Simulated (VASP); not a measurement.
# AlN (P6_3mc) in VASP: further runs

The runs below take AlN through single point, with PBE, PBE+D3(BJ), RPBE, revPBE.

All numbers are computed with VASP 6.6.1; they aren't measurements. Logs are shortened: lines on timing, memory, paths and dates and some standing lists are left out, and cuts for length are marked.

**Experimental background.**

“Structural and optical properties of self-assembled AlN nanowires grown on SiO2/Si substrates by molecular beam epitaxy”, 2024, arxiv:2402.00216 quotes, for a bulk crystal of AlN at 0 K: band gap 6.0343 eV (an exciton energy, a little under the gap).

How close the calculation comes is told below.

**1. The cell of the first run**

The structure is hexagonal, space group P6_3mc (No. 186). The conventional cell has a = 3.113 Å, b = 3.113 Å, c = 4.981 Å, α = 90.00°, β = 90.00°, γ = 120.00°. Al (site symmetry 3m) has 4 N at 1.89 Å within 2.5 Å. N (site symmetry 3m) has 4 Al at 1.89 Å within 2.5 Å.

**2. Single point, PBE**

INCAR reads:

```
PREC = Accurate
ENCUT = 520
EDIFF = 1E-7
ISMEAR = 0
SIGMA = 0.028000000000000004
LREAL = F
LASPH = T
NELM = 80
ALGO = Normal
ISIF = 2
LWAVE = F
LCHARG = F
GGA = PE
NBANDS = 16
```

KPOINTS reads:

```
regular mesh
0
Gamma
  10 10 6
```

POSCAR reads:

```
AlN
1.0
    3.1130000000      0.0000000000      0.0000000000
   -1.5565000000      2.6959370820      0.0000000000
    0.0000000000      0.0000000000      4.9810000000
Al N
2 2
Direct
    0.6666666667      0.3333333333      0.5000000000
    0.3333333333      0.6666666667      0.0000000000
    0.6666666667      0.3333333333      0.8800000000
    0.3333333333      0.6666666667      0.3800000000
```

Potentials or basis: VASP PAW PBE potentials, release 64 (Al, N).

Command:

```
cat potpaw_PBE.64/Al/POTCAR potpaw_PBE.64/N/POTCAR > POTCAR
mpirun -np 1 vasp_std > vasp.out
```

OUTCAR:

```text
PREC = Accurate
   ENCUT = 520
   EDIFF = 1E-7
   ISMEAR = 0
   LREAL = F
   LASPH = T
   NELM = 80
   ISIF = 2
   GGA = PE

 ion  position               nearest neighbor table
   1  0.667  0.333  0.500-   3 1.89   4 1.89   4 1.89   4 1.89   2 3.07   2 3.07   2 3.07   2 3.07
                             2 3.07   2 3.07
   2  0.333  0.667  0.000-   4 1.89   3 1.89   3 1.89   3 1.89   1 3.07   1 3.07   1 3.07   1 3.07
                             1 3.07   1 3.07
   3  0.667  0.333  0.880-   1 1.89   2 1.89   2 1.89   2 1.89
   4  0.333  0.667  0.380-   2 1.89   1 1.89   1 1.89   1 1.89

  LATTYP: Found a hexagonal cell.
 ALAT       =     3.1130000000
 C/A-ratio  =     1.6000642467

  Lattice vectors:

 A1 = (   3.1130000000,   0.0000000000,   0.0000000000)
 A2 = (  -1.5565000000,   2.6959370820,   0.0000000000)
 A3 = (   0.0000000000,   0.0000000000,   4.9810000000)

Analysis of symmetry for initial positions (statically):
=====================================================================
 Subroutine PRICEL returns:
 Original cell was already a primitive cell.

 Routine SETGRP: Setting up the symmetry group for a
 hexagonal supercell.

 Subroutine GETGRP returns: Found 12 space group operations
 (whereof  6 operations were pure point group operations)
 out of a pool of 24 trial point group operations.

The static configuration has the point symmetry C_3v.
 The point group associated with its full space group is C_6v.

Analysis of symmetry for dynamics (positions and initial velocities):
=====================================================================
 Subroutine PRICEL returns:
 Original cell was already a primitive cell.

 Routine SETGRP: Setting up the symmetry group for a
 hexagonal supercell.

 Subroutine GETGRP returns: Found 12 space group operations
 (whereof  6 operations were pure point group operations)
 out of a pool of 24 trial point group operations.

The dynamic configuration has the point symmetry C_3v.
 The point group associated with its full space group is C_6v.

 Subroutine INISYM returns: Found 12 space group operations
 (whereof  6 operations are pure point group operations),
 and found     1 'primitive' translations

----------------------------------------------------------------------------------------

                                     Primitive cell

  volume of cell :      41.8028

  direct lattice vectors                    reciprocal lattice vectors
     3.113000000  0.000000000  0.000000000     0.321233537  0.185464269  0.000000000
    -1.556500000  2.695937082  0.000000000     0.000000000  0.370928538  0.000000000
     0.000000000  0.000000000  4.981000000     0.000000000  0.000000000  0.200762899

  length of vectors
     3.113000000  3.113000000  4.981000000     0.370928538  0.370928538  0.200762899

  position of ions in fractional coordinates (direct lattice)
     0.666666667  0.333333333  0.500000000
     0.333333333  0.666666667  0.000000000
     0.666666667  0.333333333  0.880000000
     0.333333333  0.666666667  0.380000000

  ion indices of the primitive-cell ions
   primitive index   ion index
                 1           1
                 2           2
                 3           3
                 4           4

----------------------------------------------------------------------------------------

 KPOINTS: regular mesh

Automatic generation of k-mesh.
 Grid dimensions read from file:
 generate k-points for:   10   10    6

 Generating k-lattice:

  Cartesian coordinates                     Fractional coordinates (reciprocal lattice)
     0.032123354  0.018546427  0.000000000     0.100000000  0.000000000  0.000000000
     0.000000000  0.037092854  0.000000000     0.000000000  0.100000000  0.000000000
     0.000000000  0.000000000  0.033460483     0.000000000  0.000000000  0.166666667

  Length of vectors
     0.037092854  0.037092854  0.033460483

  Shift w.r.t. Gamma in fractional coordinates (k-lattice)
     0.000000000  0.000000000  0.000000000

 Subroutine IBZKPT returns following result:
 ===========================================

 Found     56 irreducible k-points:

 Following reciprocal coordinates:
            Coordinates               Weight
  0.000000  0.000000  0.000000      1.000000
  0.100000 -0.000000  0.000000      6.000000
  0.200000 -0.000000  0.000000      6.000000
  0.300000 -0.000000  0.000000      6.000000
  0.400000  0.000000  0.000000      6.000000
  0.500000 -0.000000  0.000000      3.000000
[... 16 lines left out ...]
  0.300000  0.100000  0.166667     24.000000
  0.400000  0.100000  0.166667     24.000000
 [... further k-points ...]
   k-points           NKPTS =     56   k-points in BZ     NKDIM =     56   number of bands    NBANDS=     16
   number of dos      NEDOS =    301   number of ions     NIONS =      4
   total plane-waves  NPLWV =  23040
   dimension x,y,z NGX =    24 NGY =   24 NGZ =   40
   dimension x,y,z NGXF=    48 NGYF=   48 NGZF=   80
   ions per type =               2   2
   NGX,Y,Z   is equivalent  to a cutoff of  12.82, 12.82, 13.35 a.u.
   NGXF,Y,Z  is equivalent  to a cutoff of  25.63, 25.63, 26.70 a.u.
 SYSTEM =  unknown system
   PREC   = accura    normal or accurate (medium, high low for compatibility)
   ISTART =      0    job   : 0-new  1-cont  2-samecut
   ICHARG =      2    charge: 1-file 2-atom 10-const
   ISPIN  =      1    spin polarized calculation?
   LNONCOLLINEAR =      F non collinear calculations
   LSORBIT =      F    spin-orbit coupling
   LASPH  =      T    aspherical Exc in radial PAW
   ENCUT  =  520.0 eV  38.22 Ry    6.18 a.u.   5.79  5.79  9.26*2*pi/ulx,y,z
   NELM   =     80;   NELMIN=  2; NELMDL= -5     # of ELM steps
   EDIFF  = 0.1E-06   stopping-criterion for ELM
   LREAL  =      F    real-space projection
   EDIFFG = 0.1E-05   stopping-criterion for IOM
   NSW    =      0    number of steps for IOM
   IBRION =     -1    ionic relax: 0-MD 1-quasi-New 2-CG
   NFREE  =      0    steps in history (QN), initial steepest desc. (CG)
   ISIF   =      2    stress and relaxation
   ISYM   =      2    0-nonsym 1-usesym 2-fastsym
   POTIM  = 0.5000    time-step for ionic-motion
   TEBEG  =    0.0;   TEEND  =   0.0 temperature during run
   PSTRESS=    0.0 pullay stress
   NELECT =      16.0000    total number of electrons
   NUPDOWN=      -1.0000    fix difference up-down
   EMIN   =  10.00;   EMAX   =-10.00  energy-range for DOS
   EFERMI =   0.00;   METHOD = LEGACY
   ISMEAR =     0;   SIGMA  =   0.03  broadening in eV -4-tet -1-fermi 0-gaus
   EFERMI_NEDOS =   21; number of points for ismear=-14 and -15
   IALGO  =     38    algorithm
   IMIX   =      4    mixing-type and parameters
     AMIX     =   0.40;   BMIX     =  1.00
     AMIX_MAG =   1.60;   BMIX_MAG =  1.00
  volume/ion in A,a.u.               =      10.45        70.52
  Fermi-wavevector in a.u.,A,eV,Ry     =   1.188629  2.246183 19.222843  1.412839
  Thomas-Fermi vector in A             =   2.324754
   LORBIT       =      0    0 simple, 1 ext, 2 COOP (PROOUT), +10 PAW based schemes
   GGA     = PE    functional components
   LHFCALC =     F    Hartree Fock is set to
   AEXX    =    0.0000 exact exchange contribution
   IVDW    =     0    specifies the selected vdW correction
   LEPSILON=     F    determine dielectric tensor
   LRPA    =     F    only Hartree local field effects (RPA)
 non-spin polarized calculation
 Gauss-broadening in eV      SIGMA  =   0.03
  energy-cutoff  :      520.00
  volume of cell :       41.80
 maximum number of plane-waves:      1142
 NGX is ok and might be reduce to    24
   NGX = 11   NGY = 11   NGZ = 19

 number of electron      15.9999997 magnetization

 Free energy of the ion-electron system (eV)
  ---------------------------------------------------
  ext. energy  EPLUGINS =         0.00000000
  ---------------------------------------------------
  free energy    TOTEN  =       -29.77127407 eV

  energy without entropy =      -29.77127407  energy(sigma->0) =      -29.77127407

 E-fermi :   6.2807     XC(G=0): -10.9069

 val. band max:        6.1215661571   @ k =   0.0000   0.0000   0.0000
 cond. band min:      10.3450316739   @ k =   0.0000   0.0000   0.0000
 fundamental gap:      4.2234655167
 Fermi energy:         6.2807007686

 k-point     1 :       0.0000    0.0000    0.0000
  band No.  band energies     occupation
      1      -9.0373      2.00000
      2      -6.8889      2.00000
      3       0.1488      2.00000
      4       5.2900      2.00000
      5       5.2900      2.00000
      6       5.9420      2.00000
[... 8 lines left out ...]
     15      19.2857      0.00000
     16      19.2857      0.00000

 k-point     2 :       0.1000   -0.0000    0.0000
  band No.  band energies     occupation
      1      -8.9104      2.00000
      2      -6.8176      2.00000
      3       0.2999      2.00000
      4       4.7093      2.00000
      5       5.1263      2.00000
      6       5.3731      2.00000
[... 8 lines left out ...]
     15      19.2502      0.00000
     16      19.3270      0.00000

 k-point     3 :       0.2000   -0.0000    0.0000
  band No.  band energies     occupation
      1      -8.5459      2.00000
      2      -6.6321      2.00000
      3       0.7418      2.00000
      4       3.4014      2.00000
      5       4.2664      2.00000
      6       4.7709      2.00000
[... 8 lines left out ...]
     15      18.3792      0.00000
     16      18.8700      0.00000

 k-point     4 :       0.3000   -0.0000    0.0000
  band No.  band energies     occupation
      1      -8.0010      2.00000
      2      -6.4229      2.00000
      3       1.4312      2.00000
      4       2.0456      2.00000
      5       3.1533      2.00000
      6       4.4086      2.00000
[... 8 lines left out ...]
     15      18.2193      0.00000
     16      20.1037      0.00000
[... 324 lines left out ...]
 k-point    22 :       0.2000    0.1000    0.1667
  band No.  band energies     occupation
      1      -8.1150      2.00000
      2      -6.6366      2.00000
      3       1.2786      2.00000
      4       2.8492      2.00000
      5       3.3091      2.00000
      6       4.4966      2.00000
[... 8 lines left out ...]
     15      18.5467      0.00000
     16      19.8625      0.00000

 k-point    23 :       0.3000    0.1000    0.1667
  band No.  band energies     occupation
      1      -7.5490      2.00000
      2      -6.4331      2.00000
      3       1.2441      2.00000
      4       2.0907      2.00000
      5       2.8406      2.00000
      6       4.0246      2.00000
[... 8 lines left out ...]
     15      18.5293      0.00000
     16      20.5640      0.00000

 k-point    24 :       0.4000    0.1000    0.1667
  band No.  band energies     occupation
      1      -7.0570      2.00000
      2      -6.3944      2.00000
      3       0.7426      2.00000
      4       1.7539      2.00000
      5       3.0735      2.00000
      6       3.8579      2.00000
[... 8 lines left out ...]
     15      18.7698      0.00000
     16      21.0507      0.00000

 [... further k-points ...]

------------------------ aborting loop because EDIFF is reached ----------------------------------------

  FORCE on cell =-STRESS in cart. coord.  units (eV):
  Direction    XX          YY          ZZ          XY          YZ          ZX
  --------------------------------------------------------------------------------------
  -------------------------------------------------------------------------------------
  Total        0.7578816      0.7578816      1.1907218      0.0000000      0.0000000      0.0000000
  in kB       29.0473526     29.0473526     45.6368311      0.0000000      0.0000000      0.0000000
  external PRESSURE =      34.5771788 kB  Pullay stress =       0.0000000 kB

 VOLUME and BASIS-vectors are now :
 -----------------------------------------------------------------------------
  energy-cutoff  :      520.00
  volume of cell :       41.80
      direct lattice vectors                 reciprocal lattice vectors
     3.113000000  0.000000000  0.000000000     0.321233537  0.185464269  0.000000000
    -1.556500000  2.695937082  0.000000000     0.000000000  0.370928538  0.000000000
     0.000000000  0.000000000  4.981000000     0.000000000  0.000000000  0.200762899

 POSITION                                       TOTAL-FORCE (eV/Angst)
 -----------------------------------------------------------------------------------
      1.55650      0.89865      2.49050        -0.000000     -0.000000     -0.128866
     -0.00000      1.79729      0.00000         0.000000      0.000000     -0.128866
      1.55650      0.89865      4.38328        -0.000000      0.000000      0.128866
     -0.00000      1.79729      1.89278         0.000000      0.000000      0.128866
 -----------------------------------------------------------------------------------
    total drift:                               -0.000000     -0.000000      0.000367

  FREE ENERGIE OF THE ION-ELECTRON SYSTEM (eV)
  ---------------------------------------------------
  free  energy   TOTEN  =       -29.7712740704 eV

  energy  without entropy=      -29.7712740704  energy(sigma->0) =      -29.77127407
```

It took 59 s on 1 thread of AMD EPYC 7R13, shared host; peak memory 0.14 GiB.

Results:

* Free energy: -29.7713 eV
* Pressure: 3.5 GPa
* Largest force: 0.129 eV/Å
* Band gap on the k mesh: 4.22 eV

Forces in eV/Å, atoms in the order of the input:
```
Al   0.000  0.000 -0.129
Al   0.000  0.000 -0.129
N    0.000  0.000  0.129
N    0.000  0.000  0.129
```

Levels at points of the mesh, in eV from the valence-band top:
```tsv
k point	band 6	band 7	band 8	band 9	band 10	band 11
(0.00, 0.00, 0.00)	-0.18	-0.18	0.00	4.22	6.66	10.61
(0.50, 0.00, 0.00)	-2.06	-1.77	-0.66	5.82	5.83	8.20
(0.00, 0.00, 0.50)	-0.52	-0.52	-0.52	6.47	6.47	10.34
(0.50, 0.00, 0.50)	-1.43	-1.35	-1.35	5.33	5.33	9.29
```

Caveat: the cell stands under pressure.

**3. Single point, PBE+D3(BJ)**

This run uses another cell than the first one, of 10.42 Å³/atom.

INCAR reads:

```
SYSTEM = AlN
ALGO = Normal
EDIFF = 1E-7
ENCUT = 520
GGA = PE
ISIF = 2
ISMEAR = -1
IVDW = 12
LASPH = .TRUE.
LCHARG = .FALSE.
LREAL = .FALSE.
LWAVE = .FALSE.
NBANDS = 16
NELM = 80
PREC = Accurate
SIGMA = 0.05
```

KPOINTS reads:

```
k-points
0
G
  10 10 6
  0 0 0
```

POSCAR reads:

```
AlN
1.0
    3.1093575350      0.0000000000      0.0000000000
   -1.5546787675      2.6927826147      0.0000000000
    0.0000000000      0.0000000000      4.9785519674
Al N
2 2
Direct
    0.6666666667      0.3333333333      0.4990616957
    0.3333333333      0.6666666667     -0.0009383043
    0.6666666667      0.3333333333      0.8809383043
    0.3333333333      0.6666666667      0.3809383043
```

Potentials or basis: VASP PAW PBE potentials, release 64 (Al, N).

Command:

```
cat potpaw_PBE.64/Al/POTCAR potpaw_PBE.64/N/POTCAR > POTCAR
mpirun -np 1 vasp_std > vasp.out
```

Run time: 57 s. Hardware: 1 thread of AMD EPYC 7R13, shared host; peak memory 0.15 GiB.

The run converged. Its results:

```
Free energy                : -30.8462 eV
Pressure                   : -0.3 GPa
Band gap on the k mesh     : 4.22 eV
Dispersion energy per atom : -0.269 eV
```

Levels at points of the mesh, in eV from the valence-band top:
```csv
k point,band 6,band 7,band 8,band 9,band 10,band 11
"(0.00, 0.00, 0.00)",-0.22,-0.22,0.00,4.22,6.67,10.63
"(0.50, 0.00, 0.00)",-2.10,-1.78,-0.70,5.81,5.82,8.20
"(0.00, 0.00, 0.50)",-0.56,-0.56,-0.56,6.48,6.48,10.34
"(0.50, 0.00, 0.50)",-1.47,-1.37,-1.37,5.31,5.31,9.26
```

(Part 1 of 2 ends here.)
